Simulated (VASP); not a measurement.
# Nb (P6_3/mmc) in VASP: further runs

Nb is run at these levels: PBE; tasks: relaxation of shape and atoms at fixed volume.

Everything below comes from runs of VASP 6.6.1. Logs are shortened: lines on timing, memory, paths and dates and some standing lists are left out, and cuts for length are marked.

### Step 1. The cell of the first run

The structure is hexagonal, space group P6_3/mmc (No. 194). The conventional cell has a = 2.198 Å, b = 2.198 Å, c = 4.015 Å, α = 90.00°, β = 90.00°, γ = 120.00°. Nb (site symmetry -6m2) has 12 Nb at 2.20 to 2.37 Å within 2.9 Å.

This isn't the form of Nb at room conditions, which is bcc.

### Step 2. Relaxation of shape and atoms at fixed volume, PBE

INCAR

```
ALGO     = Normal         # electronic algorithm
EDIFF    = 1E-6           # SCF threshold, eV
EDIFFG   = -0.005         # ionic threshold
ENCUT    = 600            # plane-wave cutoff, eV
GGA      = PE             # functional
IBRION   = 2              # ionic algorithm
ISIF     = 4              # what is computed and relaxed
ISMEAR   = -1             # smearing method
LASPH    = T              # aspherical terms in the spheres
LCHARG   = F              # write CHGCAR
LREAL    = F              # projectors in reciprocal space
LWAVE    = F              # write WAVECAR
NELM     = 100            # most SCF steps
NSW      = 50             # ionic steps
PREC     = Accurate       # precision mode
SIGMA    = 0.05           # smearing width, eV
```

KPOINTS

```
k-points
0
Gamma
  16 16 9
```

POSCAR

```
Nb
1.0
    2.1980661996      0.0000000000      0.0000000000
   -1.0990330998      1.9035811680      0.0000000000
    0.0000000000      0.0000000000      4.0150312776
Nb
2
Direct
    0.3333333333      0.6666666667      0.2500000000
    0.6666666667      0.3333333333      0.7500000000
```

Potentials or basis: VASP PAW PBE potentials, release 64 (Nb_sv).

Launch:

```bash
> cat potpaw_PBE.64/Nb_sv/POTCAR > POTCAR
> mpirun -np 1 vasp_std > vasp.out
```

OUTCAR:

```text
EDIFF = 1E-6
   EDIFFG = -0.005
   ENCUT = 600
   GGA = PE
   IBRION = 2
   ISIF = 4
   ISMEAR = -1
   LASPH = T
   LREAL = F
   NELM = 100
   NSW = 50
   PREC = Accurate

 ion  position               nearest neighbor table
   1  0.333  0.667  0.250-   2 2.37   2 2.37   2 2.37   2 2.37   2 2.37   2 2.37
   2  0.667  0.333  0.750-   1 2.37   1 2.37   1 2.37   1 2.37   1 2.37   1 2.37

  LATTYP: Found a hexagonal cell.
 ALAT       =     2.1980661996
 C/A-ratio  =     1.8266198162

  Lattice vectors:

 A1 = (   2.1980661996,   0.0000000000,   0.0000000000)
 A2 = (  -1.0990330998,   1.9035811680,   0.0000000000)
 A3 = (   0.0000000000,   0.0000000000,   4.0150312776)

Analysis of symmetry for initial positions (statically):
=====================================================================
 Subroutine PRICEL returns:
 Original cell was already a primitive cell.

 Routine SETGRP: Setting up the symmetry group for a
 hexagonal supercell.

 Subroutine GETGRP returns: Found 24 space group operations
 (whereof 12 operations were pure point group operations)
 out of a pool of 24 trial point group operations.

The static configuration has the point symmetry D_3d.
 The point group associated with its full space group is D_6h.

Analysis of symmetry for dynamics (positions and initial velocities):
=====================================================================
 Subroutine PRICEL returns:
 Original cell was already a primitive cell.

 Routine SETGRP: Setting up the symmetry group for a
 hexagonal supercell.

 Subroutine GETGRP returns: Found 24 space group operations
 (whereof 12 operations were pure point group operations)
 out of a pool of 24 trial point group operations.

The dynamic configuration has the point symmetry D_3d.
 The point group associated with its full space group is D_6h.

 Subroutine INISYM returns: Found 24 space group operations
 (whereof 12 operations are pure point group operations),
 and found     1 'primitive' translations

----------------------------------------------------------------------------------------

                                     Primitive cell

  volume of cell :      16.7997

  direct lattice vectors                    reciprocal lattice vectors
     2.198066200  0.000000000  0.000000000     0.454945352  0.262662821  0.000000000
    -1.099033100  1.903581168  0.000000000     0.000000000  0.525325642  0.000000000
     0.000000000  0.000000000  4.015031278     0.000000000  0.000000000  0.249064062

  length of vectors
     2.198066200  2.198066200  4.015031278     0.525325642  0.525325642  0.249064062

  position of ions in fractional coordinates (direct lattice)
     0.333333333  0.666666667  0.250000000
     0.666666667  0.333333333  0.750000000

  ion indices of the primitive-cell ions
   primitive index   ion index
                 1           1
                 2           2

----------------------------------------------------------------------------------------

 KPOINTS: k-points

Automatic generation of k-mesh.
 Grid dimensions read from file:
 generate k-points for:   16   16    9

 Generating k-lattice:

  Cartesian coordinates                     Fractional coordinates (reciprocal lattice)
     0.028434084  0.016416426  0.000000000     0.062500000  0.000000000  0.000000000
     0.000000000  0.032832853  0.000000000     0.000000000  0.062500000  0.000000000
     0.000000000  0.000000000  0.027673785     0.000000000  0.000000000  0.111111111

  Length of vectors
     0.032832853  0.032832853  0.027673785

  Shift w.r.t. Gamma in fractional coordinates (k-lattice)
     0.000000000  0.000000000  0.000000000

 Subroutine IBZKPT returns following result:
 ===========================================

 Found    150 irreducible k-points:

 Following reciprocal coordinates:
            Coordinates               Weight
  0.000000  0.000000  0.000000      1.000000
  0.062500  0.000000  0.000000      6.000000
  0.125000  0.000000  0.000000      6.000000
  0.187500 -0.000000  0.000000      6.000000
  0.250000  0.000000  0.000000      6.000000
  0.312500  0.000000  0.000000      6.000000
[... 16 lines left out ...]
  0.187500  0.187500  0.000000      6.000000
  0.250000  0.187500  0.000000     12.000000
 [... further k-points ...]
   k-points           NKPTS =    150   k-points in BZ     NKDIM =    150   number of bands    NBANDS=     17
   number of dos      NEDOS =    301   number of ions     NIONS =      2
   total plane-waves  NPLWV =  10368
   dimension x,y,z NGX =    18 NGY =   18 NGZ =   32
   dimension x,y,z NGXF=    36 NGYF=   36 NGZF=   64
   ions per type =               2
   NGX,Y,Z   is equivalent  to a cutoff of  13.61, 13.61, 13.25 a.u.
   NGXF,Y,Z  is equivalent  to a cutoff of  27.23, 27.23, 26.50 a.u.
 SYSTEM =  unknown system
   PREC   = accura    normal or accurate (medium, high low for compatibility)
   ISTART =      0    job   : 0-new  1-cont  2-samecut
   ICHARG =      2    charge: 1-file 2-atom 10-const
   ISPIN  =      1    spin polarized calculation?
   LNONCOLLINEAR =      F non collinear calculations
   LSORBIT =      F    spin-orbit coupling
   LASPH  =      T    aspherical Exc in radial PAW
   ENCUT  =  600.0 eV  44.10 Ry    6.64 a.u.   4.39  4.39  8.02*2*pi/ulx,y,z
   NELM   =    100;   NELMIN=  2; NELMDL= -5     # of ELM steps
   EDIFF  = 0.1E-05   stopping-criterion for ELM
   LREAL  =      F    real-space projection
   EDIFFG = -.5E-02   stopping-criterion for IOM
   NSW    =     50    number of steps for IOM
   IBRION =      2    ionic relax: 0-MD 1-quasi-New 2-CG
   NFREE  =      1    steps in history (QN), initial steepest desc. (CG)
   ISIF   =      4    stress and relaxation
   ISYM   =      2    0-nonsym 1-usesym 2-fastsym
   POTIM  = 0.5000    time-step for ionic-motion
   TEBEG  =    0.0;   TEEND  =   0.0 temperature during run
   PSTRESS=    0.0 pullay stress
   NELECT =      26.0000    total number of electrons
   NUPDOWN=      -1.0000    fix difference up-down
   EMIN   =  10.00;   EMAX   =-10.00  energy-range for DOS
   EFERMI =   0.00;   METHOD = LEGACY
   ISMEAR =    -1;   SIGMA  =   0.05  broadening in eV -4-tet -1-fermi 0-gaus
   EFERMI_NEDOS =   21; number of points for ismear=-14 and -15
   IALGO  =     38    algorithm
   IMIX   =      4    mixing-type and parameters
     AMIX     =   0.40;   BMIX     =  1.00
     AMIX_MAG =   1.60;   BMIX_MAG =  1.00
  volume/ion in A,a.u.               =       8.40        56.68
  Fermi-wavevector in a.u.,A,eV,Ry     =   1.893647  3.578473 48.789092  3.585897
  Thomas-Fermi vector in A             =   2.934292
   LORBIT       =      0    0 simple, 1 ext, 2 COOP (PROOUT), +10 PAW based schemes
   GGA     = PE    functional components
   LHFCALC =     F    Hartree Fock is set to
   AEXX    =    0.0000 exact exchange contribution
   IVDW    =     0    specifies the selected vdW correction
   LEPSILON=     F    determine dielectric tensor
   LRPA    =     F    only Hartree local field effects (RPA)
 conjugate gradient relaxation of ions
 non-spin polarized calculation
  energy-cutoff  :      600.00
  volume of cell :       16.80
 maximum number of plane-waves:       582
 NGX is ok and might be reduce to    18
   NGX =  9   NGY =  9   NGZ = 17

--------------------------------------- Ionic step        1  -------------------------------------------

 number of electron      26.0000002 magnetization

 Free energy of the ion-electron system (eV)
  ---------------------------------------------------
  ext. energy  EPLUGINS =         0.00000000
  ---------------------------------------------------
  free energy    TOTEN  =        -1.15820497 eV

  energy without entropy =       -1.14916079  energy(sigma->0) =       -1.15368288

------------------------ aborting loop because EDIFF is reached ----------------------------------------

  FORCE on cell =-STRESS in cart. coord.  units (eV):
  Direction    XX          YY          ZZ          XY          YZ          ZX
  --------------------------------------------------------------------------------------
  -------------------------------------------------------------------------------------
  Total       61.2260996     61.2260996     51.3322068      0.0000000      0.0000000      0.0000000
  in kB     5839.1021809   5839.1021806   4895.5266261      0.0000000      0.0000000      0.0000000
  external PRESSURE =    5524.5769959 kB  Pullay stress =       0.0000000 kB
[... 237 lines left out ...]
  energy  without entropy=       -1.4195150950  energy(sigma->0) =       -1.42346737

--------------------------------------- Ionic step        8  -------------------------------------------

 number of electron      26.0000000 magnetization

 Free energy of the ion-electron system (eV)
  ---------------------------------------------------
  ext. energy  EPLUGINS =         0.00000000
  ---------------------------------------------------
  free energy    TOTEN  =        -1.42742673 eV

  energy without entropy =       -1.41943938  energy(sigma->0) =       -1.42343306

 E-fermi :  26.7654     XC(G=0): -17.0196

 val. band max:       26.7634594075   @ k =   0.1875  -0.0000   0.4444
 cond. band min:      26.7873664523   @ k =   0.1875   0.0625   0.3333
 fundamental gap:      0.0239070448
 Fermi energy:        26.7654043291

 k-point     1 :       0.0000    0.0000    0.0000
  band No.  band energies     occupation
      1     -31.3097      2.00000
      2     -28.2493      2.00000
      3     -10.4681      2.00000
      4      -1.7441      2.00000
      5      -1.7441      2.00000
      6      -0.6812      2.00000
[... 9 lines left out ...]
     16      28.9218      0.00000
     17      28.9218      0.00000
[... 443 lines left out ...]
      1     -28.7899      2.00000
      2     -27.1108      2.00000
      3      -7.8035      2.00000
      4      -7.3239      2.00000
      5      -7.1988      2.00000
      6      -4.5828      2.00000
[... 9 lines left out ...]
     16      30.7051      0.00000
     17      35.7168      0.00000

 [... further k-points ...]
[... 5 lines left out ...]
  --------------------------------------------------------------------------------------
  -------------------------------------------------------------------------------------
  Total       56.5101985     56.5101985     56.5105843      0.0000000      0.0000000     -0.0000000
  in kB     5389.3490802   5389.3490784   5389.3858688      0.0000000      0.0000000     -0.0000000
  external PRESSURE =    5389.3613425 kB  Pullay stress =       0.0000000 kB
[... 17 lines left out ...]
  FREE ENERGIE OF THE ION-ELECTRON SYSTEM (eV)
  ---------------------------------------------------
  free  energy   TOTEN  =        -1.4274267301 eV

  energy  without entropy=       -1.4194393847  energy(sigma->0) =       -1.42343306

 reached required accuracy - stopping structural energy minimisation
```

Run time: 1.7 min. Hardware: 1 thread of Intel Xeon 6975P-C (Granite Rapids), shared host; peak memory 0.17 GiB.

Results:

```
Free energy               : -1.4274 eV
Energy gained by relaxing : 134.6 meV/atom
Ionic steps               : 8
Pressure after relaxing   : 538.9 GPa
Band gap on the k mesh    : zero (bands 13 and 14 overlap by 3.62 eV)
```

The path:
```
step  energy change (eV)  largest force (eV/Å)  pressure (GPa)  volume (Å³)
   1              0.0000                0.0000          552.46        16.80
   2              0.0438                0.0000          539.47        16.80
   3             -0.2676                0.0000          537.92        16.80
   4             -0.2689                0.0000          538.49        16.80
   5             -0.2692                0.0000          539.02        16.80
   6             -0.2692                0.0000          538.80        16.80
   7             -0.2692                0.0000          538.99        16.80
   8             -0.2692                0.0000          538.94        16.80
```

Final structure:
```xyz
2
Lattice="2.2756 0.0000 0.0000 -1.1378 1.9707 0.0000 0.0000 0.0000 3.7462" Properties=species:S:1:pos:R:3 pbc="T T T"
Nb    0.0000    1.3138    0.9365
Nb    1.1378    0.6569    2.8096
```

### Step 3. Relaxation of shape and atoms at fixed volume, PBE

This run uses another cell than the first one, of 9.71 Å³/atom.

INCAR

```
PREC     = Accurate       # precision mode
ENCUT    = 600            # plane-wave cutoff, eV
EDIFF    = 1E-6           # SCF threshold, eV
ISMEAR   = -1             # smearing method
SIGMA    = 0.05           # smearing width, eV
LREAL    = False          # projectors in reciprocal space
LASPH    = True           # aspherical terms in the spheres
NELM     = 100            # most SCF steps
ALGO     = Normal         # electronic algorithm
ISIF     = 4              # what is computed and relaxed
LWAVE    = False          # write WAVECAR
LCHARG   = False          # write CHGCAR
GGA      = PE             # functional
IBRION   = 2              # ionic algorithm
NSW      = 50             # ionic steps
EDIFFG   = -0.005         # ionic threshold
```

KPOINTS

```
Automatic mesh
0
Gamma
  16 16 9
```

POSCAR

```
Nb
1.0
    2.3065933979      0.0000000000      0.0000000000
   -1.1532966990      1.9975684788      0.0000000000
    0.0000000000      0.0000000000      4.2132692088
Nb
2
Direct
    0.3333333333      0.6666666667      0.2500000000
    0.6666666667      0.3333333333      0.7500000000
```

Potentials or basis: VASP PAW PBE potentials, release 64 (Nb_sv).

Launch:

```bash
> cat potpaw_PBE.64/Nb_sv/POTCAR > POTCAR
> mpirun -np 1 vasp_std > vasp.out
```

Run time: 83 s. Hardware: 1 thread of Intel Xeon 6975P-C (Granite Rapids), shared host; peak memory 0.17 GiB.

The run converged. Its results:

```
Free energy               : -8.4412 eV
Energy gained by relaxing : 58.7 meV/atom
Ionic steps               : 4
Pressure after relaxing   : 339.5 GPa
Band gap on the k mesh    : zero (bands 13 and 14 overlap by 3.21 eV)
```

Step by step:
| step | energy change (eV) | largest force (eV/Å) | pressure (GPa) | volume (Å³) |
| --- | --- | --- | --- | --- |
| 1 | 0.0000 | 0.0000 | 344.06 | 19.41 |
| 2 | -0.0344 | 0.0000 | 335.54 | 19.41 |
| 3 | -0.1172 | 0.0000 | 339.46 | 19.41 |
| 4 | -0.1173 | 0.0000 | 339.53 | 19.41 |

Final structure:
```xyz
2
Lattice="2.3566 0.0000 0.0000 -1.1783 2.0409 0.0000 0.0000 0.0000 4.0362" Properties=species:S:1:pos:R:3 pbc="T T T"
Nb    0.0000    1.3606    1.0091
Nb    1.1783    0.6803    3.0272
```

Levels at points of the mesh, in eV from the Fermi level:
```
           k point  band 9  band 10  band 11  band 12  band 13  band 14  band 15  band 16  band 17
(0.00, 0.00, 0.00)   -6.51    -5.42    -2.32    -1.10    -1.10     0.31     0.31     2.92     2.92
(0.50, 0.00, 0.00)   -8.64    -7.43    -5.62    -1.23    -0.25     1.38     2.99     9.61    10.32
```
